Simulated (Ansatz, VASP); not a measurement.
**C: VASP beside Ansatz**

```
C
1.0
     0.00000    2.19081    3.29778
     1.26484    0.00000    3.29778
     1.26484    2.19081    0.00000
C
2
Direct
  0.16667 0.83333 0.16667
  0.83333 0.16667 0.83333
```

Change from the starting cell: strain +0.030 along x and y, -0.015 along z, atoms carried along.

Alike in both runs: task single point; functional LDA; k mesh 14 × 14 × 14; occupations gaussian, width 0.05 eV; no spin polarisation.

|  | VASP | Ansatz |
| --- | --- | --- |
| version | VASP 6.6.1 | Ansatz 0.2.0 |
| potentials or method | VASP PAW LDA potentials, release 64 (C), cutoff 520 eV | scalar-relativistic, plane waves, PAW |
| valence electrons in the cell | 8 | 8 |

|  | VASP | Ansatz | Ansatz less VASP |
| --- | --- | --- | --- |
| gap on the k mesh at the Fermi level (eV) | 0.14 | 0.14 | +0.002 |
| least direct gap on the mesh (eV) | 0.19 | 0.19 | +0.003 |
| pressure (GPa) | -24.9 | -25.6 | -0.74 |
| traceless stress, the component that is largest in VASP (GPa) | 25.73 | 26.56 | +0.828 |
| rms of the force components (eV/Å) | 0.024 | 0.024 | 0.0000 |

LDA's correlation is that of Perdew and Zunger in VASP and of Perdew and Wang (1992) in Ansatz. Atom by atom the forces differ by 0.000 eV/Å (rms over components).
